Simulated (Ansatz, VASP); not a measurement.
# One calculation of LiF, two programs

```xyz
2
Lattice="0.0000 2.3250 1.5112 2.3250 0.0000 1.5112 2.3250 2.3250 0.0000" Properties=species:S:1:pos:R:3 pbc="T T T"
Li    0.0000    0.0000    0.0000
F     2.3250    2.3250    1.5112
```

Alike in both runs: task single point; functional PBE; k mesh 12 × 12 × 12; occupations gaussian, width 0.05 eV; no spin polarisation.

|  | VASP | Ansatz |
| --- | --- | --- |
| version | VASP 6.6.1 | Ansatz 0.2.0 |
| potentials or method | VASP PAW PBE potentials, release 64 (Li_sv, F), cutoff 520 eV | scalar-relativistic, plane waves, PAW |
| valence electrons in the cell | 10 | 10 |

```csv
,VASP,Ansatz,Ansatz less VASP
gap on the k mesh at the Fermi level (eV),8.26,8.30,+0.034
least direct gap on the mesh (eV),8.31,8.34,+0.034
```

With one functional, cell and mesh, what is left measures potentials, basis and numerics.

Noted on VASP's run: the cutoff is short for stress, so the pressure is rough.
